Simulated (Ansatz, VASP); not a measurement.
## One calculation of V, two programs

```
CELL_PARAMETERS angstrom
0.00000 2.71051 2.71051
2.71051 0.00000 2.71051
2.71051 2.71051 0.00000
ATOMIC_POSITIONS crystal
V 0.00000 0.00000 0.00000
V 0.25000 0.25000 0.25000
```

Change from the starting cell: volume scaled by 0.975, PAW files.

Alike in both runs: task electric field gradients; functional PBE; k mesh 10 × 10 × 10; occupations fermi-dirac, width 0.08 eV; collinear spin.

```csv
,VASP,Ansatz
version,VASP 6.6.1,Ansatz 0.2.0
potentials or method,"VASP PAW PBE potentials, release 64 (V_sv)","PAW with Ansatz's default frozen-core files, scalar-relativistic"
plane-wave cutoff (eV),520,420
valence electrons in the cell,26,26
```

Ansatz gave:

- pressure (GPa): 1.6
- net moment per atom (μB): 1.84
- size of the moment on the site where the two differ most (μB): 1.41

Which values does VASP return?

Pressure (GPa): 1.9; net moment per atom (μB): 1.85; size of the moment on the site where the two differ most (μB): 1.69.

Site moments also hang on the region over which each program counts them. The functional is the same, so the differences come from potentials, cutoffs and numerics.
